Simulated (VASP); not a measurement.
# Ge (Fd-3m) in VASP: further runs, part 2 of 2

VASP 6.6.1. Earlier steps stand in the parts before.

### Step 4. Single point, PBEsol

This run uses another cell than the first one, of 22.86 Å³/atom, 1.064 times its volume.

Contents of INCAR:

```
ALGO = Normal
EDIFF = 1E-6
ENCUT = 520
GGA = PS
ISIF = 2
ISMEAR = 0
LASPH = T
LCHARG = F
LREAL = F
LWAVE = F
NBANDS = 21
NELM = 100
PREC = Accurate
SIGMA = 0.1
```

Contents of KPOINTS:

```
k-points
0
Gamma
  14 14 14
```

Contents of POSCAR:

```
Ge
1.0
    0.0000000000      2.8378823610      2.8378823610
    2.8378823610      0.0000000000      2.8378823610
    2.8378823610      2.8378823610      0.0000000000
Ge
2
Direct
    0.0000000000      0.0000000000      0.0000000000
    0.2500000000      0.2500000000      0.2500000000
```

Potentials or basis: VASP PAW PBE potentials, release 64 (Ge_d).

On the command line:

```
$ cat potpaw_PBE.64/Ge_d/POTCAR > POTCAR
$ mpirun -np 1 vasp_std > vasp.out
```

OUTCAR:

```text
EDIFF = 1E-6
   ENCUT = 520
   GGA = PS
   ISIF = 2
   ISMEAR = 0
   LASPH = T
   LREAL = F
   NELM = 100
   PREC = Accurate

 ion  position               nearest neighbor table
   1  0.000  0.000  0.000-   2 2.46   2 2.46   2 2.46   2 2.46
   2  0.250  0.250  0.250-   1 2.46   1 2.46   1 2.46   1 2.46

  LATTYP: Found a face centered cubic cell.
 ALAT       =     5.6757647220

  Lattice vectors:

 A1 = (   0.0000000000,   2.8378823610,   2.8378823610)
 A2 = (   2.8378823610,   0.0000000000,   2.8378823610)
 A3 = (   2.8378823610,   2.8378823610,   0.0000000000)

Analysis of symmetry for initial positions (statically):
=====================================================================
 Subroutine PRICEL returns:
 Original cell was already a primitive cell.

 Routine SETGRP: Setting up the symmetry group for a
 face centered cubic supercell.

 Subroutine GETGRP returns: Found 48 space group operations
 (whereof 24 operations were pure point group operations)
 out of a pool of 48 trial point group operations.

The static configuration has the point symmetry T_d .
 The point group associated with its full space group is O_h .

[... 159 lines left out ...]

  energy without entropy =       -9.87436030  energy(sigma->0) =       -9.87447735

 E-fermi :   4.7867     XC(G=0): -10.0840

 val. band max:        4.7689786880   @ k =   0.0000   0.0000   0.0000
 cond. band min:       4.8628786534   @ k =   0.5000   0.0000   0.0000
 fundamental gap:      0.0938999654
 Fermi energy:         4.7867342076

 k-point     1 :       0.0000    0.0000    0.0000
  band No.  band energies     occupation
      1     -19.9798      2.00000
      2     -19.9798      2.00000
      3     -19.9798      2.00000
      4     -19.9439      2.00000
      5     -19.9439      2.00000
      6     -19.7369      2.00000
[... 565 lines left out ...]
     20      13.9191      0.00000
     21      14.5085      0.00000

 [... further k-points ...]

------------------------ aborting loop because EDIFF is reached ----------------------------------------

  FORCE on cell =-STRESS in cart. coord.  units (eV):
  Direction    XX          YY          ZZ          XY          YZ          ZX
  --------------------------------------------------------------------------------------
  -------------------------------------------------------------------------------------
  Total       -0.1178487     -0.1178487     -0.1178487      0.0000000      0.0000000     -0.0000000
  in kB       -4.1306869     -4.1306869     -4.1306869      0.0000000      0.0000000     -0.0000000
  external PRESSURE =      -4.1306869 kB  Pullay stress =       0.0000000 kB

 VOLUME and BASIS-vectors are now :
 -----------------------------------------------------------------------------
  energy-cutoff  :      520.00
  volume of cell :       45.71
      direct lattice vectors                 reciprocal lattice vectors
     0.000000000  2.837882361  2.837882361    -0.176187712  0.176187712  0.176187712
     2.837882361  0.000000000  2.837882361     0.176187712 -0.176187712  0.176187712
     2.837882361  2.837882361  0.000000000     0.176187712  0.176187712 -0.176187712

 POSITION                                       TOTAL-FORCE (eV/Angst)
 -----------------------------------------------------------------------------------
      0.00000      0.00000      0.00000        -0.000000     -0.000000     -0.000000
      1.41894      1.41894      1.41894         0.000000      0.000000      0.000000
 -----------------------------------------------------------------------------------
    total drift:                                0.000000     -0.000000      0.000000

  FREE ENERGIE OF THE ION-ELECTRON SYSTEM (eV)
  ---------------------------------------------------
  free  energy   TOTEN  =        -9.8745944056 eV

  energy  without entropy=       -9.8743603014  energy(sigma->0) =       -9.87447735
```

OSZICAR:

```text
N       E                     dE             d eps       ncg     rms          rms(c)
DAV:   1     0.188956654896E+03    0.18896E+03   -0.14562E+04  4886   0.362E+03
DAV:   2     0.178534845146E+02   -0.17110E+03   -0.16564E+03  4393   0.621E+02
DAV:   3    -0.908547947750E+01   -0.26939E+02   -0.26782E+02  5003   0.143E+02
DAV:   4    -0.100069439171E+02   -0.92146E+00   -0.92100E+00  4898   0.310E+01
DAV:   5    -0.100224441993E+02   -0.15500E-01   -0.15500E-01  5028   0.444E+00    0.321E+00
DAV:   6    -0.992177411577E+01    0.10067E+00   -0.34793E-02  5826   0.225E+00    0.183E+00
DAV:   7    -0.987350956979E+01    0.48265E-01   -0.57981E-02  4776   0.244E+00    0.158E-01
DAV:   8    -0.987451187150E+01   -0.10023E-02   -0.69577E-03  4999   0.120E+00    0.459E-02
DAV:   9    -0.987457251458E+01   -0.60643E-04   -0.30323E-04  5700   0.291E-01    0.142E-02
DAV:  10    -0.987459380284E+01   -0.21288E-04   -0.28030E-05  4813   0.430E-02    0.517E-03
DAV:  11    -0.987459440564E+01   -0.60280E-06   -0.67275E-06  6050   0.440E-02
   1 F= -.98745944E+01 E0= -.98744774E+01  d E =-.234104E-03
```

It took 57 s on 1 thread of AMD EPYC 7R43 (Zen 3), shared host; peak memory 0.18 GiB.

Results:

* Free energy: -9.8746 eV
* Pressure: -0.4 GPa
* Band gap on the k mesh: zero (filled and empty bands touch)

Caveat: the PAW data sets were made with another functional, which shifts forces and pressure a little.

### Step 5. Single point, PBEsol (volume scaled by 1.03)

Contents of INCAR:

```
SYSTEM = Ge
PREC = Accurate
ENCUT = 520
EDIFF = 1E-6
ISMEAR = 0
SIGMA = 0.1
LREAL = .False.
LASPH = .True.
NELM = 100
ALGO = Normal
ISIF = 2
LWAVE = .False.
LCHARG = .False.
GGA = PS
NBANDS = 21
```

Contents of KPOINTS:

```
regular mesh
0
Gamma
  14 14 14
  0 0 0
```

Contents of POSCAR:

```
Ge
1.0
    0.0000000000      2.8659820336      2.8659820336
    2.8659820336      0.0000000000      2.8659820336
    2.8659820336      2.8659820336      0.0000000000
Ge
2
Direct
    0.0000000000      0.0000000000      0.0000000000
    0.2500000000      0.2500000000      0.2500000000
```

On the command line:

```
$ cat potpaw_PBE.64/Ge_d/POTCAR > POTCAR
$ mpirun -np 1 vasp_std > vasp.out
```

Run time: 57 s. Hardware: 1 thread of AMD EPYC 7R43 (Zen 3), shared host; peak memory 0.19 GiB.

It converged, with:

```
Free energy            : -9.8662 eV
Pressure               : -2.3 GPa
Band gap on the k mesh : zero (filled and empty bands touch)
```

Levels at points of the mesh, in eV from the Fermi level:
```
           k point  band 11  band 12  band 13  band 14  band 15  band 16  band 17  band 18
(0.00, 0.00, 0.00)   -12.49    -0.34     0.02     0.02     0.02     2.53     2.53     2.53
(0.50, 0.00, 0.00)   -10.48    -7.44    -1.33    -1.33     0.02     3.71     3.71     6.96
(0.50, 0.50, 0.00)    -8.74    -8.74    -2.94    -2.94     0.73     0.73     9.19     9.19
```

Caveat: the cell differs from its parent crystal (volume scaled by 1.03); the PAW data sets were made with another functional, which shifts forces and pressure a little.

### Step 6. Overview

```csv
cell,gap on the mesh (eV),pressure (GPa)
"a = 3.931 Å, angles 60.0°, 2 atoms",0.29,4.7
"a = 3.973 Å, angles 60.0°, 2 atoms",0.19,1.8
"a = 4.013 Å, angles 60.0°, 2 atoms",none,-0.4
"a = 4.053 Å, angles 60.0°, 2 atoms",none,-2.3
```

Alike in all rows: task single point; level PBEsol; potentials or basis VASP PAW PBE potentials, release 64 (Ge_d); no spin polarisation; k mesh 14 × 14 × 14; cutoff (eV) 520; smearing gaussian 0.1 eV.

Caveats: the PAW data sets were made with another functional, which shifts forces and pressure a little.

Total energies depend on the potentials used, so only differences within one code and one set of settings carry meaning.

### Step 7. How close it comes

Step 4. A measured gap of Ge is 0.744 eV (indirect; 0 K; “Temperature-dependent photoluminescence in Ge: experiment and theory”, 2020, arxiv:2003.00143); the calculated 0.00 eV misses it by -0.74 eV. 3 values of this kind are on record (0.666 to 0.807 eV); this one was drawn at random among those near their median. Spin-orbit coupling on Ge is left out. The value is that of PBEsol on a finite k mesh, which can miss the band edges, without temperature or zero-point motion. Semilocal functionals fall short of measured gaps as a rule.
